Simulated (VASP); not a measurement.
# Cs3YF6 (Fm-3m) in VASP: density of states with LDA

Aim: the density of states of Cs3YF6 with LDA.

All numbers are computed with VASP 6.6.1; they aren't measurements. Logs are shortened: lines on timing, memory, paths and dates and some standing lists are left out, and cuts for length are marked.

### 1 The cell of the first run

It takes space group Fm-3m (No. 225, cubic). The conventional cell has a = 9.850 Å, b = 9.850 Å, c = 9.850 Å, α = 90.00°, β = 90.00°, γ = 90.00°. Within 4.6 Å of Cs (site symmetry -43m) lie 12 F at 3.52 Å and 4 Cs at 4.27 Å and 4 Y at 4.27 Å. Cs (site symmetry m-3m) has 6 F at 2.95 Å within 3.9 Å. F (site symmetry 4mm) has 1 Y at 1.97 Å within 2.6 Å. Within 2.6 Å of Y (site symmetry m-3m) lie 6 F at 1.97 Å.

### 2 Density of states, LDA

The input, POSCAR:

```
Cs3YF6
1.0
    0.0000000000      4.9248130000      4.9248130000
    4.9248130000      0.0000000000      4.9248130000
    4.9248130000      4.9248130000      0.0000000000
Cs F Y
3 6 1
Direct
    0.2500000000      0.2500000000      0.2500000000
    0.7500000000      0.7500000000      0.7500000000
    0.5000000000      0.5000000000      0.5000000000
    0.8000000000      0.2000000000      0.2000000000
    0.2000000000      0.8000000000      0.2000000000
    0.2000000000      0.8000000000      0.8000000000
    0.8000000000      0.2000000000      0.8000000000
    0.2000000000      0.2000000000      0.8000000000
    0.8000000000      0.8000000000      0.2000000000
    0.0000000000      0.0000000000      0.0000000000
```

The input, INCAR.step1:

```
  PREC = Accurate
  ENCUT = 520
  EDIFF = 1E-6
  ISMEAR = -1
  SIGMA = 0.1
  LREAL = F
  LASPH = T
  NELM = 100
  ALGO = Normal
  ISIF = 2
  LWAVE = F
  LCHARG = T
  LMAXMIX = 4
  NBANDS = 51
```

The input, KPOINTS.step1:

```
Automatic mesh
0
Gamma
  5 5 5
```

The input, INCAR.step2:

```
  PREC = Accurate
  ENCUT = 520
  EDIFF = 1E-6
  ISMEAR = -5
  SIGMA = 0.1
  LREAL = F
  LASPH = T
  NELM = 100
  ALGO = Normal
  ISIF = 2
  LWAVE = F
  LCHARG = F
  LMAXMIX = 4
  LORBIT = 10
  NEDOS = 1001
  ICHARG = 11
```

The input, KPOINTS.step2:

```
Automatic mesh
0
Gamma
  8 8 8
```

Potentials or basis: VASP PAW LDA potentials, release 64 (Cs_sv, F, Y_sv).

Run with:

```bash
cat potpaw_LDA.64/Cs_sv/POTCAR potpaw_LDA.64/F/POTCAR potpaw_LDA.64/Y_sv/POTCAR > POTCAR
cp INCAR.step1 INCAR
cp KPOINTS.step1 KPOINTS
mpirun -np 1 vasp_std > vasp.out
cp INCAR.step2 INCAR
cp KPOINTS.step2 KPOINTS
mpirun -np 1 vasp_std > vasp.out
```

OUTCAR:

```text
PREC = Accurate
   ENCUT = 520
   EDIFF = 1E-6
   ISMEAR = -5
   LREAL = F
   LASPH = T
   NELM = 100
   ISIF = 2
   LORBIT = 10
   ICHARG = 11

 ion  position               nearest neighbor table
   1  0.250  0.250  0.250-
   2  0.750  0.750  0.750-
   3  0.500  0.500  0.500-
   4  0.800  0.200  0.200-  10 1.97
   5  0.200  0.800  0.200-  10 1.97
   6  0.200  0.800  0.800-  10 1.97
   7  0.800  0.200  0.800-  10 1.97
   8  0.200  0.200  0.800-  10 1.97
   9  0.800  0.800  0.200-  10 1.97
  10  0.000  0.000  0.000-   4 1.97   5 1.97   6 1.97   7 1.97   8 1.97   9 1.97

  LATTYP: Found a face centered cubic cell.
 ALAT       =     9.8496260000

  Lattice vectors:

 A1 = (   0.0000000000,   4.9248130000,   4.9248130000)
 A2 = (   4.9248130000,   0.0000000000,   4.9248130000)
 A3 = (   4.9248130000,   4.9248130000,   0.0000000000)

Analysis of symmetry for initial positions (statically):
=====================================================================
 Subroutine PRICEL returns:
 Original cell was already a primitive cell.

 Routine SETGRP: Setting up the symmetry group for a
 face centered cubic supercell.

 Subroutine GETGRP returns: Found 48 space group operations
 (whereof 48 operations were pure point group operations)
 out of a pool of 48 trial point group operations.

The static configuration has the point symmetry O_h .

Analysis of symmetry for dynamics (positions and initial velocities):
=====================================================================
 Subroutine PRICEL returns:
 Original cell was already a primitive cell.

 Routine SETGRP: Setting up the symmetry group for a
 face centered cubic supercell.

 Subroutine GETGRP returns: Found 48 space group operations
 (whereof 48 operations were pure point group operations)
 out of a pool of 48 trial point group operations.

The dynamic configuration has the point symmetry O_h .

 Subroutine INISYM returns: Found 48 space group operations
 (whereof 48 operations are pure point group operations),
 and found     1 'primitive' translations

----------------------------------------------------------------------------------------

                                     Primitive cell

  volume of cell :     238.8907

  direct lattice vectors                    reciprocal lattice vectors
     0.000000000  4.924813000  4.924813000    -0.101526698  0.101526698  0.101526698
     4.924813000  0.000000000  4.924813000     0.101526698 -0.101526698  0.101526698
     4.924813000  4.924813000  0.000000000     0.101526698  0.101526698 -0.101526698

  length of vectors
     6.964737337  6.964737337  6.964737337     0.175849399  0.175849399  0.175849399

  position of ions in fractional coordinates (direct lattice)
     0.250000000  0.250000000  0.250000000
     0.750000000  0.750000000  0.750000000
     0.500000000  0.500000000  0.500000000
     0.800000000  0.200000000  0.200000000
     0.200000000  0.800000000  0.200000000
     0.200000000  0.800000000  0.800000000
     0.800000000  0.200000000  0.800000000
     0.200000000  0.200000000  0.800000000
     0.800000000  0.800000000  0.200000000
     0.000000000  0.000000000  0.000000000

  ion indices of the primitive-cell ions
   primitive index   ion index
                 1           1
                 2           2
                 3           3
                 4           4
                 5           5
                 6           6
                 7           7
                 8           8
                 9           9
                10          10

----------------------------------------------------------------------------------------

 KPOINTS: Automatic mesh

Automatic generation of k-mesh.
 Grid dimensions read from file:
 generate k-points for:    8    8    8

 Generating k-lattice:

  Cartesian coordinates                     Fractional coordinates (reciprocal lattice)
    -0.012690837  0.012690837  0.012690837     0.125000000  0.000000000  0.000000000
     0.012690837 -0.012690837  0.012690837     0.000000000  0.125000000  0.000000000
     0.012690837  0.012690837 -0.012690837     0.000000000  0.000000000  0.125000000

  Length of vectors
     0.021981175  0.021981175  0.021981175

  Shift w.r.t. Gamma in fractional coordinates (k-lattice)
     0.000000000  0.000000000  0.000000000

 TETIRR: Found     76 inequivalent tetrahedra from     3072

 Subroutine IBZKPT returns following result:
 ===========================================

 Found     29 irreducible k-points:

 Following reciprocal coordinates:
            Coordinates               Weight
  0.000000  0.000000  0.000000      1.000000
  0.125000  0.000000  0.000000      8.000000
  0.250000  0.000000  0.000000      8.000000
  0.375000  0.000000  0.000000      8.000000
  0.500000  0.000000  0.000000      4.000000
  0.125000  0.125000  0.000000      6.000000
[... 16 lines left out ...]
  0.500000  0.250000  0.125000     48.000000
 -0.375000  0.250000  0.125000     24.000000
 [... further k-points ...]
   k-points           NKPTS =     29   k-points in BZ     NKDIM =     29   number of bands    NBANDS=     48
   number of dos      NEDOS =   1001   number of ions     NIONS =     10
   total plane-waves  NPLWV = 157464
   dimension x,y,z NGX =    54 NGY =   54 NGZ =   54
   dimension x,y,z NGXF=   108 NGYF=  108 NGZF=  108
   ions per type =               3   6   1
   NGX,Y,Z   is equivalent  to a cutoff of  12.89, 12.89, 12.89 a.u.
   NGXF,Y,Z  is equivalent  to a cutoff of  25.78, 25.78, 25.78 a.u.
 SYSTEM =  unknown system
   PREC   = accura    normal or accurate (medium, high low for compatibility)
   ISTART =      0    job   : 0-new  1-cont  2-samecut
   ICHARG =     11    charge: 1-file 2-atom 10-const
   ISPIN  =      1    spin polarized calculation?
   LNONCOLLINEAR =      F non collinear calculations
   LSORBIT =      F    spin-orbit coupling
   LASPH  =      T    aspherical Exc in radial PAW
   ENCUT  =  520.0 eV  38.22 Ry    6.18 a.u.  12.95 12.95 12.95*2*pi/ulx,y,z
   NELM   =    100;   NELMIN=  2; NELMDL=  0     # of ELM steps
   EDIFF  = 0.1E-05   stopping-criterion for ELM
   LREAL  =      F    real-space projection
   EDIFFG = 0.1E-04   stopping-criterion for IOM
   NSW    =      0    number of steps for IOM
   IBRION =     -1    ionic relax: 0-MD 1-quasi-New 2-CG
   NFREE  =      0    steps in history (QN), initial steepest desc. (CG)
   ISIF   =      2    stress and relaxation
   ISYM   =      2    0-nonsym 1-usesym 2-fastsym
   POTIM  = 0.5000    time-step for ionic-motion
   TEBEG  =    0.0;   TEEND  =   0.0 temperature during run
   PSTRESS=    0.0 pullay stress
   NELECT =      80.0000    total number of electrons
   NUPDOWN=      -1.0000    fix difference up-down
   EMIN   =  10.00;   EMAX   =-10.00  energy-range for DOS
   EFERMI =   0.00;   METHOD = LEGACY
   ISMEAR =    -5;   SIGMA  =   0.10  broadening in eV -4-tet -1-fermi 0-gaus
   EFERMI_NEDOS =   21; number of points for ismear=-14 and -15
   IALGO  =     38    algorithm
   IMIX   =      4    mixing-type and parameters
     AMIX     =   0.40;   BMIX     =  1.00
     AMIX_MAG =   1.60;   BMIX_MAG =  1.00
  volume/ion in A,a.u.               =      23.89       161.21
  Fermi-wavevector in a.u.,A,eV,Ry     =   1.136855  2.148344 17.584705  1.292439
  Thomas-Fermi vector in A             =   2.273560
   LORBIT       =     10    0 simple, 1 ext, 2 COOP (PROOUT), +10 PAW based schemes
   GGA     = CA    functional components
   LHFCALC =     F    Hartree Fock is set to
   AEXX    =    0.0000 exact exchange contribution
   IVDW    =     0    specifies the selected vdW correction
   LEPSILON=     F    determine dielectric tensor
   LRPA    =     F    only Hartree local field effects (RPA)
 non-spin polarized calculation
 Fermi weights with tetrahedron method with Bloechl corrections
  energy-cutoff  :      520.00
  volume of cell :      238.89
 maximum number of plane-waves:      6476
 NGX is ok and might be reduce to    54

 number of electron      80.0000018 magnetization

 Free energy of the ion-electron system (eV)
  ---------------------------------------------------
  ext. energy  EPLUGINS =         0.00000000
  ---------------------------------------------------
  free energy    TOTEN  =       -55.01970407 eV

  energy without entropy =      -55.01970407  energy(sigma->0) =      -55.01970407

 E-fermi :  -2.0279     XC(G=0):  -8.6549

 val. band max:       -2.0617756131   @ k =   0.0000   0.0000   0.0000
 cond. band min:       3.1344319695   @ k =   0.0000   0.0000   0.0000
 fundamental gap:      5.1962075826
 Fermi energy:        -2.0278709859

 k-point     1 :       0.0000    0.0000    0.0000
  band No.  band energies     occupation
      1     -38.0703      2.00000
      2     -22.5945      2.00000
      3     -22.5945      2.00000
      4     -22.5945      2.00000
      5     -21.3868      2.00000
      6     -21.3868      2.00000
[... 40 lines left out ...]
     47       5.7344      0.00000
     48       5.7344      0.00000

 k-point     2 :       0.1250    0.0000    0.0000
  band No.  band energies     occupation
      1     -38.0703      2.00000
      2     -22.5978      2.00000
      3     -22.5943      2.00000
      4     -22.5943      2.00000
      5     -21.3877      2.00000
      6     -21.3877      2.00000
[... 40 lines left out ...]
     47       5.8259      0.00000
     48       5.8299      0.00000

 k-point     3 :       0.2500    0.0000    0.0000
  band No.  band energies     occupation
      1     -38.0703      2.00000
      2     -22.6052      2.00000
      3     -22.5936      2.00000
      4     -22.5936      2.00000
      5     -21.3893      2.00000
      6     -21.3893      2.00000
[... 40 lines left out ...]
     47       5.7855      0.00000
     48       5.9767      0.00000

 k-point     4 :       0.3750    0.0000    0.0000
  band No.  band energies     occupation
      1     -38.0703      2.00000
      2     -22.6125      2.00000
      3     -22.5929      2.00000
      4     -22.5929      2.00000
      5     -21.3908      2.00000
      6     -21.3908      2.00000
[... 958 lines left out ...]
     47       5.7837      0.00000
     48       6.1904      0.00000

 k-point    23 :       0.5000    0.2500    0.1250
  band No.  band energies     occupation
      1     -38.0703      2.00000
      2     -22.6080      2.00000
      3     -22.5957      2.00000
      4     -22.5933      2.00000
      5     -21.4066      2.00000
      6     -21.3899      2.00000
[... 40 lines left out ...]
     47       5.9345      0.00000
     48       6.1090      0.00000

 k-point    24 :      -0.3750    0.2500    0.1250
  band No.  band energies     occupation
      1     -38.0703      2.00000
      2     -22.6093      2.00000
      3     -22.5953      2.00000
      4     -22.5935      2.00000
      5     -21.4084      2.00000
      6     -21.3906      2.00000
[... 40 lines left out ...]
     47       6.0133      0.00000
     48       6.1019      0.00000

 [... further k-points ...]

------------------------ aborting loop because EDIFF is reached ----------------------------------------

  FORCE on cell =-STRESS in cart. coord.  units (eV):
  Direction    XX          YY          ZZ          XY          YZ          ZX
  --------------------------------------------------------------------------------------
  -------------------------------------------------------------------------------------
  Total        9.8153104      9.8153104      9.8153104      0.0000000      0.0000000      0.0000000
  in kB       65.8287168     65.8287168     65.8287168      0.0000000      0.0000000      0.0000000
  external PRESSURE =      65.8287168 kB  Pullay stress =       0.0000000 kB

 VOLUME and BASIS-vectors are now :
 -----------------------------------------------------------------------------
  energy-cutoff  :      520.00
  volume of cell :      238.89
      direct lattice vectors                 reciprocal lattice vectors
     0.000000000  4.924813000  4.924813000    -0.101526698  0.101526698  0.101526698
     4.924813000  0.000000000  4.924813000     0.101526698 -0.101526698  0.101526698
     4.924813000  4.924813000  0.000000000     0.101526698  0.101526698 -0.101526698

 POSITION                                       TOTAL-FORCE (eV/Angst)
 -----------------------------------------------------------------------------------
      2.46241      2.46241      2.46241        -0.000000      0.000000     -0.000000
      7.38722      7.38722      7.38722        -0.000000      0.000000      0.000000
      4.92481      4.92481      4.92481        -0.000000      0.000000     -0.000000
      1.96993      4.92481      4.92481         4.150438      0.000000     -0.000000
      4.92481      1.96993      4.92481        -0.000000      4.150438     -0.000000
      7.87970      4.92481      4.92481        -4.150438      0.000000     -0.000000
      4.92481      7.87970      4.92481        -0.000000     -4.150438     -0.000000
      4.92481      4.92481      1.96993        -0.000000      0.000000      4.150438
      4.92481      4.92481      7.87970        -0.000000      0.000000     -4.150438
      0.00000      0.00000      0.00000        -0.000000      0.000000      0.000000
 -----------------------------------------------------------------------------------
    total drift:                                0.000000      0.000000      0.000000

  FREE ENERGIE OF THE ION-ELECTRON SYSTEM (eV)
  ---------------------------------------------------
  free  energy   TOTEN  =       -55.0197040730 eV

  energy  without entropy=      -55.0197040730  energy(sigma->0) =      -55.01970407

 total charge

# of ion       s       p       d       f       tot
--------------------------------------------------
    1        1.824   4.685   0.013   0.000   6.522
    2        1.824   4.685   0.013   0.000   6.522
    3        1.828   4.688   0.037   0.000   6.554
    4        1.732   4.367   0.000   0.000   6.100
    5        1.732   4.367   0.000   0.000   6.100
    6        1.732   4.367   0.000   0.000   6.100
    7        1.732   4.367   0.000   0.000   6.100
    8        1.732   4.367   0.000   0.000   6.100
    9        1.732   4.367   0.000   0.000   6.100
   10        2.278   7.109   1.686   0.480  11.553
--------------------------------------------------
tot         18.148  47.372   1.749   0.480  67.750
```

It took 5.9 min on 1 thread of Intel Xeon Platinum 8488C (Sapphire Rapids), shared host; peak memory 0.46 GiB.

Results:

- Valence electrons inside the program's atomic spheres: Cs 6.52, 6.55; F 6.10; Y 11.55

Caveat: spin-orbit coupling is left out, which moves the levels of the heavy elements.
